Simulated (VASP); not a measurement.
# Zn3PbO (Pm-3m) in VASP: a series of runs

Runs on Zn3PbO. Level: PBE. Tasks: single point.

Program: VASP 6.6.1. These are calculated values, not measurements. Logs are shortened: lines on timing, memory, paths and dates and some standing lists are left out, and cuts for length are marked.

**1. The cell of the first run**

It takes space group Pm-3m (No. 221, cubic). Conventional cell: a = 4.412 Å, b = 4.412 Å, c = 4.412 Å, α = 90.00°, β = 90.00°, γ = 90.00°. Zn (site symmetry 4/mmm) has 2 O at 2.21 Å within 2.9 Å. Within 4.1 Å of Pb (site symmetry m-3m) lie 12 Zn at 3.12 Å and 8 O at 3.82 Å. Within 2.9 Å of O (site symmetry m-3m) lie 6 Zn at 2.21 Å.

**2. Single point, PBE**

Contents of INCAR:

```
ALGO = Normal
EDIFF = 1E-6
ENCUT = 520
GGA = PE
ISIF = 2
ISMEAR = 0
LASPH = T
LCHARG = F
LREAL = F
LWAVE = F
NBANDS = 36
NELM = 80
PREC = Accurate
SIGMA = 0.1
```

Contents of KPOINTS:

```
k-points
0
Gamma
  6 6 6
```

Contents of POSCAR:

```
Zn3PbO
1.0
    4.4121345136      0.0000000000      0.0000000000
    0.0000000000      4.4121345136      0.0000000000
    0.0000000000      0.0000000000      4.4121345136
Zn Pb O
3 1 1
Direct
    0.0000000000      0.5000000000      0.5000000000
    0.5000000000      0.0000000000      0.5000000000
    0.5000000000      0.5000000000      0.0000000000
    0.0000000000      0.0000000000      0.0000000000
    0.5000000000      0.5000000000      0.5000000000
```

Potentials or basis: VASP PAW PBE potentials, release 64 (Zn, Pb_d, O).

Run with:

```console
$ cat potpaw_PBE.64/Zn/POTCAR potpaw_PBE.64/Pb_d/POTCAR potpaw_PBE.64/O/POTCAR > POTCAR
$ mpirun -np 1 vasp_std > vasp.out
```

OUTCAR:

```text
EDIFF = 1E-6
   ENCUT = 520
   GGA = PE
   ISIF = 2
   ISMEAR = 0
   LASPH = T
   LREAL = F
   NELM = 80
   PREC = Accurate

 ion  position               nearest neighbor table
   1  0.000  0.500  0.500-   5 2.21   5 2.21   4 3.12   4 3.12   4 3.12   4 3.12
   2  0.500  0.000  0.500-   5 2.21   5 2.21   4 3.12   4 3.12   4 3.12   4 3.12
   3  0.500  0.500  0.000-   5 2.21   5 2.21   4 3.12   4 3.12   4 3.12   4 3.12
   4  0.000  0.000  0.000-   1 3.12   2 3.12   3 3.12   1 3.12   2 3.12   1 3.12   3 3.12   1 3.12
                             2 3.12   3 3.12   2 3.12   3 3.12
   5  0.500  0.500  0.500-   1 2.21   2 2.21   3 2.21   3 2.21   2 2.21   1 2.21

  LATTYP: Found a simple cubic cell.
 ALAT       =     4.4121345136

  Lattice vectors:

 A1 = (   4.4121345136,   0.0000000000,   0.0000000000)
 A2 = (   0.0000000000,   4.4121345136,   0.0000000000)
 A3 = (   0.0000000000,   0.0000000000,   4.4121345136)

Analysis of symmetry for initial positions (statically):
=====================================================================
 Subroutine PRICEL returns:
 Original cell was already a primitive cell.

 Routine SETGRP: Setting up the symmetry group for a
 simple cubic supercell.

 Subroutine GETGRP returns: Found 48 space group operations
 (whereof 48 operations were pure point group operations)
 out of a pool of 48 trial point group operations.

The static configuration has the point symmetry O_h .

Analysis of symmetry for dynamics (positions and initial velocities):
=====================================================================
 Subroutine PRICEL returns:
 Original cell was already a primitive cell.

 Routine SETGRP: Setting up the symmetry group for a
 simple cubic supercell.

 Subroutine GETGRP returns: Found 48 space group operations
 (whereof 48 operations were pure point group operations)
 out of a pool of 48 trial point group operations.

The dynamic configuration has the point symmetry O_h .

 Subroutine INISYM returns: Found 48 space group operations
 (whereof 48 operations are pure point group operations),
 and found     1 'primitive' translations

----------------------------------------------------------------------------------------

                                     Primitive cell

  volume of cell :      85.8907

  direct lattice vectors                    reciprocal lattice vectors
     4.412134514  0.000000000  0.000000000     0.226647668  0.000000000  0.000000000
     0.000000000  4.412134514  0.000000000     0.000000000  0.226647668  0.000000000
     0.000000000  0.000000000  4.412134514     0.000000000  0.000000000  0.226647668

  length of vectors
     4.412134514  4.412134514  4.412134514     0.226647668  0.226647668  0.226647668

  position of ions in fractional coordinates (direct lattice)
     0.000000000  0.500000000  0.500000000
     0.500000000  0.000000000  0.500000000
     0.500000000  0.500000000  0.000000000
     0.000000000  0.000000000  0.000000000
     0.500000000  0.500000000  0.500000000

  ion indices of the primitive-cell ions
   primitive index   ion index
                 1           1
                 2           2
                 3           3
                 4           4
                 5           5

----------------------------------------------------------------------------------------

 KPOINTS: k-points

Automatic generation of k-mesh.
 Grid dimensions read from file:
 generate k-points for:    6    6    6

 Generating k-lattice:

  Cartesian coordinates                     Fractional coordinates (reciprocal lattice)
     0.037774611  0.000000000  0.000000000     0.166666667  0.000000000  0.000000000
     0.000000000  0.037774611  0.000000000     0.000000000  0.166666667  0.000000000
     0.000000000  0.000000000  0.037774611     0.000000000  0.000000000  0.166666667

  Length of vectors
     0.037774611  0.037774611  0.037774611

  Shift w.r.t. Gamma in fractional coordinates (k-lattice)
     0.000000000  0.000000000  0.000000000

 Subroutine IBZKPT returns following result:
 ===========================================

 Found     20 irreducible k-points:

 Following reciprocal coordinates:
            Coordinates               Weight
  0.000000  0.000000  0.000000      1.000000
  0.166667  0.000000  0.000000      6.000000
  0.333333  0.000000  0.000000      6.000000
  0.500000  0.000000  0.000000      3.000000
  0.166667  0.166667  0.000000     12.000000
  0.333333  0.166667  0.000000     24.000000
[... 12 lines left out ...]
  0.500000  0.500000  0.333333      6.000000
  0.500000  0.500000  0.500000      1.000000
   k-points           NKPTS =     20   k-points in BZ     NKDIM =     20   number of bands    NBANDS=     36
   number of dos      NEDOS =    301   number of ions     NIONS =      5
   total plane-waves  NPLWV =  46656
   dimension x,y,z NGX =    36 NGY =   36 NGZ =   36
   dimension x,y,z NGXF=    72 NGYF=   72 NGZF=   72
   ions per type =               3   1   1
   NGX,Y,Z   is equivalent  to a cutoff of  13.56, 13.56, 13.56 a.u.
   NGXF,Y,Z  is equivalent  to a cutoff of  27.13, 27.13, 27.13 a.u.
 SYSTEM =  unknown system
   PREC   = accura    normal or accurate (medium, high low for compatibility)
   ISTART =      0    job   : 0-new  1-cont  2-samecut
   ICHARG =      2    charge: 1-file 2-atom 10-const
   ISPIN  =      1    spin polarized calculation?
   LNONCOLLINEAR =      F non collinear calculations
   LSORBIT =      F    spin-orbit coupling
   LASPH  =      T    aspherical Exc in radial PAW
   ENCUT  =  520.0 eV  38.22 Ry    6.18 a.u.   8.20  8.20  8.20*2*pi/ulx,y,z
   NELM   =     80;   NELMIN=  2; NELMDL= -5     # of ELM steps
   EDIFF  = 0.1E-05   stopping-criterion for ELM
   LREAL  =      F    real-space projection
   EDIFFG = 0.1E-04   stopping-criterion for IOM
   NSW    =      0    number of steps for IOM
   IBRION =     -1    ionic relax: 0-MD 1-quasi-New 2-CG
   NFREE  =      0    steps in history (QN), initial steepest desc. (CG)
   ISIF   =      2    stress and relaxation
   ISYM   =      2    0-nonsym 1-usesym 2-fastsym
   POTIM  = 0.5000    time-step for ionic-motion
   TEBEG  =    0.0;   TEEND  =   0.0 temperature during run
   PSTRESS=    0.0 pullay stress
   NELECT =      56.0000    total number of electrons
   NUPDOWN=      -1.0000    fix difference up-down
   EMIN   =  10.00;   EMAX   =-10.00  energy-range for DOS
   EFERMI =   0.00;   METHOD = LEGACY
   ISMEAR =     0;   SIGMA  =   0.10  broadening in eV -4-tet -1-fermi 0-gaus
   EFERMI_NEDOS =   21; number of points for ismear=-14 and -15
   IALGO  =     38    algorithm
   IMIX   =      4    mixing-type and parameters
     AMIX     =   0.40;   BMIX     =  1.00
     AMIX_MAG =   1.60;   BMIX_MAG =  1.00
  volume/ion in A,a.u.               =      17.18       115.92
  Fermi-wavevector in a.u.,A,eV,Ry     =   1.419565  2.682590 27.418000  2.015166
  Thomas-Fermi vector in A             =   2.540573
   LORBIT       =      0    0 simple, 1 ext, 2 COOP (PROOUT), +10 PAW based schemes
   GGA     = PE    functional components
   LHFCALC =     F    Hartree Fock is set to
   AEXX    =    0.0000 exact exchange contribution
   IVDW    =     0    specifies the selected vdW correction
   LEPSILON=     F    determine dielectric tensor
   LRPA    =     F    only Hartree local field effects (RPA)
 non-spin polarized calculation
 Gauss-broadening in eV      SIGMA  =   0.10
  energy-cutoff  :      520.00
  volume of cell :       85.89
 maximum number of plane-waves:      2360
 NGX is ok and might be reduce to    36
   NGX = 17   NGY = 17   NGZ = 17

 number of electron      55.9999964 magnetization

 Free energy of the ion-electron system (eV)
  ---------------------------------------------------
  ext. energy  EPLUGINS =         0.00000000
  ---------------------------------------------------
  free energy    TOTEN  =       -12.15531472 eV

  energy without entropy =      -12.13846960  energy(sigma->0) =      -12.14689216

 E-fermi :   4.6158     XC(G=0): -10.9321

 val. band max:        4.6154139759   @ k =   0.3333   0.0000   0.0000
 cond. band min:       4.6445173482   @ k =   0.1667   0.1667   0.0000
 fundamental gap:      0.0291033723
 Fermi energy:         4.6157880668

 k-point     1 :       0.0000    0.0000    0.0000
  band No.  band energies     occupation
      1     -14.5904      2.00000
      2     -12.1398      2.00000
      3     -12.1398      2.00000
      4     -12.1219      2.00000
      5     -12.1219      2.00000
      6     -12.1219      2.00000
[... 28 lines left out ...]
     35      12.9058      0.00000
     36      12.9058      0.00000

 k-point     2 :       0.1667    0.0000    0.0000
  band No.  band energies     occupation
      1     -14.5683      2.00000
      2     -12.1384      2.00000
      3     -12.1300      2.00000
      4     -12.1239      2.00000
      5     -12.1239      2.00000
      6     -12.1215      2.00000
[... 28 lines left out ...]
     35      11.8854      0.00000
     36      12.3102      0.00000

 k-point     3 :       0.3333    0.0000    0.0000
  band No.  band energies     occupation
      1     -14.5234      2.00000
      2     -12.1357      2.00000
      3     -12.1279      2.00000
      4     -12.1279      2.00000
      5     -12.1206      2.00000
      6     -12.1105      2.00000
[... 28 lines left out ...]
     35      10.5780      0.00000
     36      12.0303      0.00000
[... 586 lines left out ...]
 k-point    19 :       0.5000    0.5000    0.3333
  band No.  band energies     occupation
      1     -14.3563      2.00000
      2     -12.1483      2.00000
      3     -12.1452      2.00000
      4     -12.1452      2.00000
      5     -12.0881      2.00000
      6     -12.0782      2.00000
[... 28 lines left out ...]
     35      13.2627      0.00000
     36      14.3806      0.00000

 k-point    20 :       0.5000    0.5000    0.5000
  band No.  band energies     occupation
      1     -14.3342      2.00000
      2     -12.1508      2.00000
      3     -12.1508      2.00000
      4     -12.1508      2.00000
      5     -12.0786      2.00000
      6     -12.0786      2.00000
[... 28 lines left out ...]
     35      14.5311      0.00000
     36      14.8541      0.00000

------------------------ aborting loop because EDIFF is reached ----------------------------------------

  FORCE on cell =-STRESS in cart. coord.  units (eV):
  Direction    XX          YY          ZZ          XY          YZ          ZX
  --------------------------------------------------------------------------------------
  -------------------------------------------------------------------------------------
  Total        0.2351595      0.2351595      0.2351595      0.0000000      0.0000000     -0.0000000
  in kB        4.3865887      4.3865887      4.3865887      0.0000000      0.0000000     -0.0000000
  external PRESSURE =       4.3865887 kB  Pullay stress =       0.0000000 kB

 VOLUME and BASIS-vectors are now :
 -----------------------------------------------------------------------------
  energy-cutoff  :      520.00
  volume of cell :       85.89
      direct lattice vectors                 reciprocal lattice vectors
     4.412134514  0.000000000  0.000000000     0.226647668  0.000000000  0.000000000
     0.000000000  4.412134514  0.000000000     0.000000000  0.226647668  0.000000000
     0.000000000  0.000000000  4.412134514     0.000000000  0.000000000  0.226647668

 POSITION                                       TOTAL-FORCE (eV/Angst)
 -----------------------------------------------------------------------------------
      0.00000      2.20607      2.20607         0.000000      0.000000      0.000000
      2.20607      0.00000      2.20607         0.000000      0.000000      0.000000
      2.20607      2.20607      0.00000         0.000000      0.000000      0.000000
      0.00000      0.00000      0.00000         0.000000      0.000000      0.000000
      2.20607      2.20607      2.20607         0.000000      0.000000      0.000000
 -----------------------------------------------------------------------------------
    total drift:                                0.000000      0.000000      0.000000

  FREE ENERGIE OF THE ION-ELECTRON SYSTEM (eV)
  ---------------------------------------------------
  free  energy   TOTEN  =       -12.1553147190 eV

  energy  without entropy=      -12.1384696044  energy(sigma->0) =      -12.14689216
```

Run time: 52 s. Hardware: 1 thread of Intel Xeon Platinum 8375C at 2.90GHz (Ice Lake), shared host; peak memory 0.23 GiB.

Results:

```
Free energy            : -12.1553 eV
Pressure               : 0.4 GPa
Band gap on the k mesh : zero (bands 28 and 29 overlap by 0.92 eV)
```

Caveat: spin-orbit coupling is left out, which moves the levels of the heavy elements.

**3. Single point, PBE**

This run uses another cell than the first one, of 17.24 Å³/atom.

Contents of INCAR:

```
ALGO = Normal
EDIFF = 1E-7
ENCUT = 520
GGA = PE
ISIF = 2
ISMEAR = -1
LASPH = True
LCHARG = False
LREAL = False
LWAVE = False
NBANDS = 36
NELM = 100
PREC = Accurate
SIGMA = 0.15
```

Contents of KPOINTS:

```
k-points
0
Gamma
  8 8 8
```

Changes to POSCAR since step 2:

```diff
@@ -2,5 +2,5 @@
 1.0
-    4.4121345136      0.0000000000      0.0000000000
-    0.0000000000      4.4121345136      0.0000000000
-    0.0000000000      0.0000000000      4.4121345136
+    4.4174435494      0.0000000000      0.0000000000
+    0.0000000000      4.4174435494      0.0000000000
+    0.0000000000      0.0000000000      4.4174435494
 Zn Pb O
```

Potentials or basis: VASP PAW PBE potentials, release 64 (Zn, Pb_d, O).

Run with:

```console
$ cat potpaw_PBE.64/Zn/POTCAR potpaw_PBE.64/Pb_d/POTCAR potpaw_PBE.64/O/POTCAR > POTCAR
$ mpirun -np 1 vasp_std > vasp.out
```

Wall time 88 s (1 thread of Intel Xeon Platinum 8375C at 2.90GHz (Ice Lake), shared host); peak memory 0.26 GiB.

Results (log left out):

| Quantity | Value |
| --- | --- |
| Free energy | -12.2400 eV |
| Pressure | 0.2 GPa |
| Band gap on the k mesh | zero (bands 28 and 29 overlap by 1.00 eV) |

Levels at points of the mesh, in eV from the Fermi level:
```csv
k point,band 24,band 25,band 26,band 27,band 28,band 29,band 30,band 31,band 32,band 33
"(0.00, 0.00, 0.00)",-5.42,-5.42,-1.06,-0.35,-0.35,-0.25,-0.25,-0.25,5.63,5.63
"(0.50, 0.00, 0.00)",-4.84,-4.84,-4.45,0.14,0.14,0.33,1.63,2.64,3.75,3.75
"(0.50, 0.50, 0.00)",-6.00,-4.49,-2.19,-1.46,-1.46,1.84,1.89,3.32,3.32,4.06
"(0.50, 0.50, 0.50)",-4.94,-4.94,-3.39,-3.39,-3.39,1.17,1.17,1.17,3.01,9.92
```

Caveat: spin-orbit coupling is left out, which moves the levels of the heavy elements.

**4. Single point, PBE (17.59 Å³/atom)**

This run uses another cell than the first one, of 17.59 Å³/atom.

Contents of INCAR:

```
PREC = Accurate
ENCUT = 520
EDIFF = 1E-6
ISMEAR = -1
SIGMA = 0.15
LREAL = False
LASPH = True
NELM = 100
ALGO = Normal
ISIF = 2
LWAVE = False
LCHARG = True
GGA = PE
LELF = True
LVHAR = True
NBANDS = 36
```

Contents of KPOINTS:

```
regular mesh
0
Gamma
  8 8 8
```

Changes to POSCAR since step 3:

```diff
@@ -2,5 +2,5 @@
 1.0
-    4.4174435494      0.0000000000      0.0000000000
-    0.0000000000      4.4174435494      0.0000000000
-    0.0000000000      0.0000000000      4.4174435494
+    4.4466989951      0.0000000000      0.0000000000
+    0.0000000000      4.4466989951      0.0000000000
+    0.0000000000      0.0000000000      4.4466989951
 Zn Pb O
```

Run with:

```console
$ cat potpaw_PBE.64/Zn/POTCAR potpaw_PBE.64/Pb_d/POTCAR potpaw_PBE.64/O/POTCAR > POTCAR
$ mpirun -np 1 vasp_std > vasp.out
```

It took 97 s on 1 thread of Intel Xeon Platinum 8375C at 2.90GHz (Ice Lake), shared host; peak memory 0.26 GiB.

The run converged. Its results:

| Property | Result |
| --- | --- |
| Free energy | -12.2362 eV |
| Pressure | -1.0 GPa |
| Band gap on the k mesh | zero (bands 28 and 29 overlap by 1.01 eV) |

Levels at points of the mesh, in eV from the Fermi level:
```
           k point  band 26  band 27  band 28  band 29  band 30  band 31
(0.00, 0.00, 0.00)    -1.17    -0.37    -0.37    -0.22    -0.22    -0.22
(0.50, 0.00, 0.00)    -4.42     0.16     0.16     0.29     1.56     2.64
(0.50, 0.50, 0.00)    -2.18    -1.43    -1.43     1.81     1.86     3.32
(0.50, 0.50, 0.50)    -3.29    -3.29    -3.29     1.13     1.13     1.13
```

Caveat: spin-orbit coupling is left out, which moves the levels of the heavy elements.

**5. Single point, PBE**

This run uses another cell than the first one, of 16.76 Å³/atom.

Contents of INCAR:

```
SYSTEM = Zn3PbO
  ALGO = Normal
  EDIFF = 1E-7
  ENCUT = 520
  GGA = PE
  ISIF = 2
  ISMEAR = -1
  LASPH = .True.
  LCHARG = .False.
  LREAL = .False.
  LWAVE = .False.
  NBANDS = 36
  NELM = 80
  PREC = Accurate
  SIGMA = 0.15
```

Contents of KPOINTS:

```
k-points
0
Gamma
  8 8 8
  0 0 0
```

Changes to POSCAR since step 4:

```diff
@@ -2,5 +2,5 @@
 1.0
-    4.4466989951      0.0000000000      0.0000000000
-    0.0000000000      4.4466989951      0.0000000000
-    0.0000000000      0.0000000000      4.4466989951
+    4.3757364227      0.0000000000      0.0000000000
+    0.0000000000      4.3757364227      0.0000000000
+    0.0000000000      0.0000000000      4.3757364227
 Zn Pb O
```

Run with:

```console
$ cat potpaw_PBE.64/Zn/POTCAR potpaw_PBE.64/Pb_d/POTCAR potpaw_PBE.64/O/POTCAR > POTCAR
$ mpirun -np 1 vasp_std > vasp.out
```

Wall time 1.9 min (1 thread of Intel Xeon Platinum 8375C at 2.90GHz (Ice Lake), shared host); peak memory 0.26 GiB.

It converged, with:

```yaml
Free_energy: -12.2212 eV
Pressure: 2.2 GPa
Band_gap_on_the_k_mesh: zero (bands 28 and 29 overlap by 1.02 eV)
```

Levels at points of the mesh, in eV from the Fermi level:
| k point | band 24 | band 25 | band 26 | band 27 | band 28 | band 29 | band 30 | band 31 | band 32 | band 33 |
| --- | --- | --- | --- | --- | --- | --- | --- | --- | --- | --- |
| (0.00, 0.00, 0.00) | -5.62 | -5.62 | -0.91 | -0.33 | -0.33 | -0.30 | -0.30 | -0.30 | 5.66 | 5.66 |
| (0.50, 0.00, 0.00) | -4.99 | -4.99 | -4.49 | 0.11 | 0.11 | 0.37 | 1.74 | 2.63 | 3.77 | 3.77 |
| (0.50, 0.50, 0.00) | -6.10 | -4.62 | -2.19 | -1.51 | -1.51 | 1.88 | 1.94 | 3.33 | 3.33 | 4.17 |
| (0.50, 0.50, 0.50) | -5.01 | -5.01 | -3.53 | -3.53 | -3.53 | 1.22 | 1.22 | 1.22 | 3.05 | 10.16 |

Caveat: spin-orbit coupling is left out, which moves the levels of the heavy elements.

**6. The runs side by side**

```tsv
cell	k mesh	smearing	gap on the mesh (eV)	pressure (GPa)
a = 4.412 Å, 5 atoms	6 × 6 × 6	gaussian 0.1 eV	none	0.4
a = 4.417 Å, 5 atoms	8 × 8 × 8	fermi-dirac 0.15 eV	none	0.2
a = 4.447 Å, 5 atoms	8 × 8 × 8	fermi-dirac 0.15 eV	none	-1.0
a = 4.376 Å, 5 atoms	8 × 8 × 8	fermi-dirac 0.15 eV	none	2.2
```

Alike in all rows: task single point; level PBE; potentials or basis VASP PAW PBE potentials, release 64 (Zn, Pb_d, O); no spin polarisation; cutoff (eV) 520.

Caveats: spin-orbit coupling is left out, which moves the levels of the heavy elements.

Total energies depend on the potentials used, so only differences within one code and one set of settings carry meaning.
